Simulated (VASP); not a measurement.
Input of a VASP 6.6.1 run:

The input INCAR:

```
PREC = Accurate
ENCUT = 600
EDIFF = 1E-6
ISMEAR = -1
SIGMA = 0.08
LREAL = F
LASPH = T
NELM = 60
ALGO = Normal
ISIF = 3
LWAVE = F
LCHARG = F
IBRION = 2
NSW = 60
EDIFFG = -0.005
PSTRESS = 210.0
```

KPOINTS

```
Automatic mesh
0
Gamma
  16 16 9
```

File POSCAR:

```
Ta
1.0
    2.8558334948      0.0000000000      0.0000000000
   -1.4279167474      2.4732243554      0.0000000000
    0.0000000000      0.0000000000      4.6264502615
Ta
2
Direct
    0.3333333333      0.6666666667      0.2500000000
    0.6666666667      0.3333333333      0.7500000000
```

Potentials or basis: VASP PAW LDA potentials, release 64 (Ta_pv).

Launch:

```console
$ cat potpaw_LDA.64/Ta_pv/POTCAR > POTCAR
$ mpirun -np 1 vasp_std > vasp.out
```

(1) What does it give for the relaxed cell?

(2) Predict the space group after relaxing (to 0.1 Å).

(3) What does it give for the band gap on the k mesh?

(4) Estimate the relaxed volume.

Answers

(1) a = 2.768 Å, b = 2.768 Å, c = 4.908 Å, α = 90.00°, β = 90.00°, γ = 120.00°.

(2) P6_3/mmc (No. 194).

(3) zero (bands 11 and 12 overlap by 2.59 eV).

(4) 16.29 Å³/atom.

Caveat: the cell is relaxed towards a set pressure, so the run minimises the enthalpy, not the energy; spin-orbit coupling is left out, which moves the levels of the heavy elements.
